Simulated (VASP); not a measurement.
# Si (Fd-3m) in VASP: phonons with r2SCAN

Aim: the phonons of Si with r2SCAN.

Program: VASP 6.6.1. These are calculated values, not measurements. Logs are shortened: lines on timing, memory, paths and dates and some standing lists are left out, and cuts for length are marked.

## Step 1: The cell of the first run

Symmetry: Fd-3m, No. 227, cubic system. Conventional cell: a = 5.444 Å, b = 5.444 Å, c = 5.444 Å, α = 90.00°, β = 90.00°, γ = 90.00°. Si (site symmetry -43m) has 4 Si at 2.36 Å within 3.1 Å.

## Step 2: Phonons, r2SCAN

File INCAR:

```
ALGO = Normal
EDIFF = 1E-8
ENCUT = 520
IBRION = 6
ISIF = 2
ISMEAR = 0
LASPH = True
LCHARG = False
LMIXTAU = True
LREAL = False
LWAVE = False
METAGGA = R2SCAN
NBANDS = 11
NELM = 80
NFREE = 2
NSW = 1
POTIM = 0.015
PREC = Accurate
SIGMA = 0.01
```

File KPOINTS:

```
k-points
0
Gamma
  8 8 8
```

File POSCAR:

```
Si
1.0
    0.0000000000      2.7218511900      2.7218511900
    2.7218511900      0.0000000000      2.7218511900
    2.7218511900      2.7218511900      0.0000000000
Si
2
Direct
    0.7500000000      0.7500000000      0.7500000000
    0.5000000000      0.5000000000      0.5000000000
```

Potentials or basis: VASP PAW PBE potentials, release 64 (Si).

Launch:

```console
> cat potpaw_PBE.64/Si/POTCAR > POTCAR
> mpirun -np 1 vasp_std > vasp.out
```

OUTCAR:

```text
EDIFF = 1E-8
   ENCUT = 520
   IBRION = 6
   ISIF = 2
   ISMEAR = 0
   LASPH = True
   LREAL = False
   METAGGA = R2SCAN
   NELM = 80
   NFREE = 2
   NSW = 1
   POTIM = 0.015
   PREC = Accurate

 ion  position               nearest neighbor table
   1  0.750  0.750  0.750-   2 2.36   2 2.36   2 2.36   2 2.36
   2  0.500  0.500  0.500-   1 2.36   1 2.36   1 2.36   1 2.36

  LATTYP: Found a face centered cubic cell.
 ALAT       =     5.4437023800

  Lattice vectors:

 A1 = (   0.0000000000,   2.7218511900,   2.7218511900)
 A2 = (   2.7218511900,   0.0000000000,   2.7218511900)
 A3 = (   2.7218511900,   2.7218511900,   0.0000000000)

Analysis of symmetry for initial positions (statically):
=====================================================================
 Subroutine PRICEL returns:
 Original cell was already a primitive cell.

 Routine SETGRP: Setting up the symmetry group for a
 face centered cubic supercell.

 Subroutine GETGRP returns: Found 48 space group operations
 (whereof 24 operations were pure point group operations)
 out of a pool of 48 trial point group operations.

The static configuration has the point symmetry T_d .
 The point group associated with its full space group is O_h .

Analysis of symmetry for dynamics (positions and initial velocities):
=====================================================================
 Subroutine PRICEL returns:
 Original cell was already a primitive cell.

 Routine SETGRP: Setting up the symmetry group for a
 face centered cubic supercell.

 Subroutine GETGRP returns: Found 48 space group operations
 (whereof 24 operations were pure point group operations)
 out of a pool of 48 trial point group operations.

The dynamic configuration has the point symmetry T_d .
 The point group associated with its full space group is O_h .

 Subroutine INISYM returns: Found 48 space group operations
 (whereof 24 operations are pure point group operations),
 and found     1 'primitive' translations

----------------------------------------------------------------------------------------

                                     Primitive cell

  volume of cell :      40.3295
[... 148 lines left out ...]
  in kB       -2.0200792     -2.0200792     -2.0200792      0.0000000      0.0000000      0.0000000
  external PRESSURE =      -2.0200792 kB  Pullay stress =       0.0000000 kB
[... 59 lines left out ...]
--------------------------------------- Ionic step        3  -------------------------------------------

 number of electron       8.0000000 magnetization

 Free energy of the ion-electron system (eV)
  ---------------------------------------------------
  ext. energy  EPLUGINS =         0.00000000
  ---------------------------------------------------
  free energy    TOTEN  =       -17.54559958 eV

  energy without entropy =      -17.54559958  energy(sigma->0) =      -17.54559958

 E-fermi :   5.8229     XC(G=0):  -9.8260

 val. band max:        5.7427203691   @ k =   0.0000   0.0000   0.0000
 cond. band min:       6.4895979882   @ k =   0.0000   0.3750   0.3750
 fundamental gap:      0.7468776191
 Fermi energy:         5.8229129951

 k-point     1 :       0.0000    0.0000    0.0000
  band No.  band energies     occupation
      1      -6.8095      2.00000
      2       5.5895      2.00000
      3       5.6667      2.00000
      4       5.7427      2.00000
      5       8.3755      0.00000
      6       8.4200      0.00000
      7       8.4661      0.00000
      8       9.5665      0.00000
      9      13.7883      0.00000
     10      13.7899      0.00000
     11      14.3347      0.00000
[... 309 lines left out ...]
 k-point    24 :      -0.3750    0.2500    0.1250
  band No.  band energies     occupation
      1      -3.7910      2.00000
      2      -1.4206      2.00000
      3       2.0944      2.00000
      4       3.4388      2.00000
      5       9.0370      0.00000
      6       9.1175      0.00000
      7      11.9775      0.00000
      8      13.2251      0.00000
      9      13.5728      0.00000
     10      16.9057      0.00000
     11      18.0909      0.00000

 [... further k-points ...]
[... 5 lines left out ...]
  --------------------------------------------------------------------------------------
  -------------------------------------------------------------------------------------
  Total       -0.0513459     -0.0476488     -0.0476488      0.0000000      0.1407630      0.0000000
  in kB       -2.0398270     -1.8929495     -1.8929495      0.0000000      5.5921130      0.0000000
  external PRESSURE =      -1.9419087 kB  Pullay stress =       0.0000000 kB
[... 17 lines left out ...]
  FREE ENERGIE OF THE ION-ELECTRON SYSTEM (eV)
  ---------------------------------------------------
  free  energy   TOTEN  =       -17.5455995844 eV

  energy  without entropy=      -17.5455995844  energy(sigma->0) =      -17.54559958

 INTERNAL STRAIN TENSORS FROM DISPLACED ATOMS
 ============================================

 INTERNAL STRAIN TENSOR FOR ION    1 for displacements in x,y,z  (eV/Angst):
          X           Y           Z          XY          YZ          ZX
  --------------------------------------------------------------------------------
  x    -0.00000     0.00000     0.00000     0.00000    -9.38385     0.00000
  y     0.00000     0.00000     0.00000     0.00000     0.00000    -9.38385
  z     0.00000     0.00000    -0.00000    -9.38385     0.00000     0.00000

 INTERNAL STRAIN TENSOR FOR ION    2 for displacements in x,y,z  (eV/Angst):
          X           Y           Z          XY          YZ          ZX
  --------------------------------------------------------------------------------
  x     0.00000     0.00000     0.00000     0.00000     9.38385     0.00000
  y     0.00000    -0.00000     0.00000     0.00000     0.00000     9.38385
  z     0.00000     0.00000     0.00000     9.38385     0.00000     0.00000

 Eigenvectors and eigenvalues of the dynamical matrix
 ----------------------------------------------------

   1 f  =   15.521840 THz    97.526597 2PiTHz  517.752850 cm-1    64.193143 meV
             X         Y         Z           dx          dy          dz
      4.082777  4.082777  4.082777     0.000000   -0.707107    0.000000
      2.721851  2.721851  2.721851     0.000000    0.707107    0.000000
[... 21 lines left out ...]
   6 f  =    0.000000 THz     0.000000 2PiTHz    0.000000 cm-1     0.000000 meV
             X         Y         Z           dx          dy          dz
      4.082777  4.082777  4.082777     0.000000    0.000000    0.707107
      2.721851  2.721851  2.721851     0.000000    0.000000    0.707107

 ELASTIC MODULI CONTR FROM IONIC RELAXATION (kBar)
 Direction    XX          YY          ZZ          XY          YZ          ZX
 --------------------------------------------------------------------------------
 XX          -0.0000      0.0000      0.0000      0.0000     -0.0000      0.0000
 YY           0.0000     -0.0000      0.0000      0.0000      0.0000      0.0000
 ZZ           0.0000      0.0000     -0.0000     -0.0000      0.0000      0.0000
 XY           0.0000      0.0000     -0.0000   -252.7086      0.0000      0.0000
 YZ          -0.0000      0.0000      0.0000      0.0000   -252.7086      0.0000
 ZX           0.0000      0.0000      0.0000      0.0000      0.0000   -252.7086
 --------------------------------------------------------------------------------
```

OSZICAR:

```text
N       E                     dE             d eps       ncg     rms          rms(c)
DAV:   1     0.566434828402E+00    0.56643E+00   -0.35229E+03   638   0.619E+02
DAV:   2    -0.181836369030E+02   -0.18750E+02   -0.18091E+02   858   0.887E+01
DAV:   3    -0.187108524792E+02   -0.52722E+00   -0.52603E+00   816   0.131E+01
[... 37 lines left out ...]
DAV:   5    -0.175455845626E+02    0.32340E-05   -0.38340E-05  2258   0.483E-02    0.249E-03
DAV:   6    -0.175455989491E+02   -0.14387E-04   -0.16459E-05  2264   0.298E-02    0.756E-04
DAV:   7    -0.175455995594E+02   -0.61028E-06   -0.20538E-06  2417   0.102E-02    0.423E-04
DAV:   8    -0.175455995693E+02   -0.99174E-08   -0.23036E-07  2414   0.373E-03    0.141E-04
DAV:   9    -0.175455995908E+02   -0.21446E-07   -0.37881E-08  2322   0.195E-03    0.454E-05
DAV:  10    -0.175455995844E+02    0.63740E-08   -0.10758E-08  2315   0.104E-03
   3 F= -.17545600E+02 E0= -.17545600E+02  d E =-.129807E-32
```

stdout:

```text
POSCAR found type information on POSCAR Si
 POSCAR found :  1 types and       2 ions
 scaLAPACK will be used
 -----------------------------------------------------------------------------
|                                                                             |
|                                                                             |
|     You enforced a specific xc type in the INCAR file but a different       |
|     I HOPE YOU KNOW WHAT YOU ARE DOING!                                     |
|                                                                             |
 -----------------------------------------------------------------------------

 LDA part: xc-table for (None), standard interpolation
 POSCAR, INCAR and KPOINTS ok, starting setup
 FFT: planning ... GRIDC
 FFT: planning ... GRID_SOFT
 FFT: planning ... GRID
 WAVECAR not read
 entering main loop
 Found     1 degrees of freedom:
 Finite differences POTIM= 0.01500 DOF=   1
 bond charge predicted
 Finite differences progress:
 bond charge predicted
 Finite differences progress:
```

Wall time 12 min (1 thread of Intel Xeon 8259CL, shared host); peak memory 0.21 GiB.

What came out:

| Property | Result |
| --- | --- |
| Highest phonon frequency at Γ | 518 cm⁻¹ |

Phonon frequencies in cm⁻¹ (negative: imaginary):
| q point | frequencies |
| --- | --- |
| (0.000, 0.000, 0.000) | 0 0 0 518 518 518 |

Caveat: the PAW data sets were made with another functional, which shifts forces and pressure a little.
